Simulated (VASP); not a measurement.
Wanted: the native input for a VASP 6.6.1 run.

```
Task                   : single point
Functional             : PBE
Potentials or basis    : VASP PAW PBE potentials, release 64 (Cu)
Cutoff                 : 520 eV
k mesh                 : 20 × 20 × 20
Occupations            : gaussian, width 0.15 eV
Spin                   : no spin polarisation
Dipole correction      : no
Further INCAR settings : ALGO = Fast; EDIFF = 1e-06; NBANDS = 12
```

The structure of Cu lies in POSCAR:

```
Cu
1.0
    0.0000000000      1.9957368610      1.8143062373
    1.6328756136      0.0000000000      1.8143062373
    1.6328756136      1.9957368610      0.0000000000
Cu
1
Direct
    0.0000000000      0.0000000000      0.0000000000
```

This cell differs from its parent crystal: engineering shear strain xy +0.0000, strain +e along x and -e along y -0.1000.

These files were run (other wordings do the same):

INCAR

```
SYSTEM = Cu
PREC     = Accurate       ! precision mode
ENCUT    = 520            ! plane-wave cutoff, eV
EDIFF    = 1E-6           ! SCF threshold, eV
ISMEAR   = 0              ! smearing method
SIGMA    = 0.15           ! smearing width, eV
LREAL    = .False.        ! projectors in reciprocal space
LASPH    = .True.         ! aspherical terms in the spheres
NELM     = 80             ! most SCF steps
ALGO     = Fast           ! electronic algorithm
ISIF     = 2              ! what is computed and relaxed
LWAVE    = .False.        ! write WAVECAR
LCHARG   = .False.        ! write CHGCAR
GGA      = PE             ! functional
NBANDS   = 12             ! bands
```

KPOINTS

```
Automatic mesh
0
Gamma
  20 20 20
  0 0 0
```

Potentials or basis: VASP PAW PBE potentials, release 64 (Cu).

The run is started by

```sh
$ cat potpaw_PBE.64/Cu/POTCAR > POTCAR
$ mpirun -np 1 vasp_std > vasp.out
```

Results of the run:

```json
{"Pressure": "3.4 GPa"}
```

Caveat: the cell differs from its parent crystal (engineering shear strain xy +0.0000, strain +e along x and -e along y -0.1000).

Run time: 2.2 min on 1 thread of Intel Xeon 6975P-C, with other jobs on the host, peak memory 0.27 GiB.
